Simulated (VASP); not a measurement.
A run of VASP 6.6.1 is set up as follows.

The input INCAR:

```
SYSTEM = Cd
ALGO = Normal
EDIFF = 1E-6
ENCUT = 520
GGA = PE
ISIF = 2
ISMEAR = -1
LASPH = .TRUE.
LCHARG = .FALSE.
LREAL = .FALSE.
LWAVE = .FALSE.
NBANDS = 19
NELM = 100
PREC = Accurate
SIGMA = 0.08
```

File KPOINTS:

```
k-points
0
G
  15 15 8
  0 0 0
```

File POSCAR:

```
Cd
1.0
    3.2038264706      0.0000000000      0.0000000000
   -1.6019132353      2.7745951128      0.0000000000
    0.0000000000      0.0000000000      5.0959729031
Cd
2
Direct
    0.3333333333      0.6666666667      0.2500000000
    0.6666666667      0.3333333333      0.7500000000
```

Potentials or basis: VASP PAW PBE potentials, release 64 (Cd).

The run is started by

```sh
$ cat potpaw_PBE.64/Cd/POTCAR > POTCAR
$ mpirun -np 1 vasp_std > vasp.out
```

Question: Estimate the band gap on the k mesh.

Answer: Zero (band 12 reaches 3.86 eV, above the bottom of band 13 at 1.51 eV).

Question: What does it give for the pressure?

Answer: 0.2 GPa.
